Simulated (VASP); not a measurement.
Input of a VASP 6.6.1 run:

INCAR

```
SYSTEM = MgO
PREC = Accurate
ENCUT = 520
EDIFF = 1E-7
ISMEAR = 0
SIGMA = 0.01
LREAL = .FALSE.
LASPH = .TRUE.
NELM = 80
ALGO = Normal
ISIF = 2
LWAVE = .FALSE.
LCHARG = .FALSE.
GGA = CA
NBANDS = 16
```

KPOINTS

```
Automatic mesh
0
G
  12 12 6
  0 0 0
```

Contents of POSCAR:

```
MgO
1.0
    2.9230552965      0.0000000000      0.0000000000
   -1.4615276483      2.5314401435      0.0000000000
    0.0000000000      0.0000000000      5.0921016501
Mg O
2 2
Direct
    0.0000000000      0.0000000000      0.0000000000
    0.0000000000      0.0000000000      0.5000000000
    0.3333333333      0.6666666667      0.2500000000
    0.6666666667      0.3333333333      0.7500000000
```

Potentials or basis: VASP PAW LDA potentials, release 64 (Mg, O).

The run is started by

```sh
$ cat potpaw_LDA.64/Mg/POTCAR potpaw_LDA.64/O/POTCAR > POTCAR
$ mpirun -np 1 vasp_std > vasp.out
```

Task: Estimate the pressure.

Result: -6.7 GPa.

Task: Predict the band gap on the k mesh.

Result: 4.37 eV.

Stress tensor (GPa, compression positive):
```
-6.62  0.00  0.00
 0.00 -6.62  0.00
 0.00  0.00 -6.86
```

Caveat: the cell stands under tension. A k mesh can miss the band edges.
